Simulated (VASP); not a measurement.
C: single point with PBE

The system is C.

```
C
1.0
    -2.51949    0.00000    0.00000
    -1.25975   -2.18194    0.00000
     1.00780    0.72731   10.36682
C
10
Direct
  0.93741 0.02483 0.87418
  0.90265 0.97517 0.72522
  0.09611 0.10868 0.12575
  0.84395 0.89132 0.47365
  0.13089 0.15837 0.27480
  0.80917 0.84163 0.32460
  0.28243 0.37486 0.92428
  0.55763 0.62514 0.67512
  0.41775 0.42532 0.07566
  0.52231 0.57468 0.52374
```

* Program: VASP 6.6.1
* Task: single point
* Functional: PBE
* Potentials or basis: VASP PAW PBE potentials, release 64 (C)
* Cutoff: 520 eV
* k mesh: 10 × 10 × 3
* Occupations: gaussian, width 0.05 eV
* Spin: no spin polarisation
* Dipole correction: no
* Further INCAR settings: ALGO = Normal; EDIFF = 1e-06; NBANDS = 31

```
Pressure               : 0.6 GPa
Largest force          : 1.689 eV/Å
Band gap on the k mesh : 4.24 eV (least direct gap 5.13 eV)
```

Forces in eV/Å, atoms in the order of the input:
```
C    0.013  0.057  0.005
C   -0.179  0.008 -0.027
C   -0.016  0.057 -0.005
C    0.017  0.000  0.003
C    0.180  0.008  0.026
C   -0.005  0.001 -0.001
C   -1.685 -0.066  0.012
C    0.002  0.001 -0.003
C    1.687 -0.066 -0.012
C   -0.015  0.000  0.002
```

Stress tensor (GPa, compression positive):
```
-0.23  0.01 10.68
 0.01  0.98  0.00
10.68  0.00  1.00
```

Levels at points of the mesh, in eV from the valence-band top:
| k point | band 16 | band 17 | band 18 | band 19 | band 20 | band 21 | band 22 | band 23 | band 24 | band 25 |
| --- | --- | --- | --- | --- | --- | --- | --- | --- | --- | --- |
| (0.00, 0.00, 0.00) | -1.47 | -1.44 | -0.43 | -0.17 | 0.00 | 5.13 | 5.23 | 5.41 | 6.62 | 6.67 |
| (0.50, 0.00, 0.00) | -5.13 | -4.60 | -4.51 | -3.49 | -3.05 | 4.63 | 4.71 | 5.61 | 6.27 | 6.47 |
| (0.00, 0.50, 0.00) | -4.96 | -4.62 | -4.49 | -3.65 | -3.04 | 4.69 | 4.79 | 6.03 | 6.14 | 6.42 |
| (0.50, 0.50, 0.00) | -5.50 | -4.35 | -4.02 | -3.53 | -3.50 | 4.47 | 5.12 | 5.37 | 5.56 | 6.39 |

It took 2.1 min on 1 thread of Intel(R) Xeon(R) 6975P-C (Granite Rapids) (shared host), peak memory 0.28 GiB.

Caveat: an odd mesh through Γ misses points on the zone boundary, where band edges can lie; forces of over 1 eV/Å act on the atoms, so gaps and moduli don't describe the material at rest.
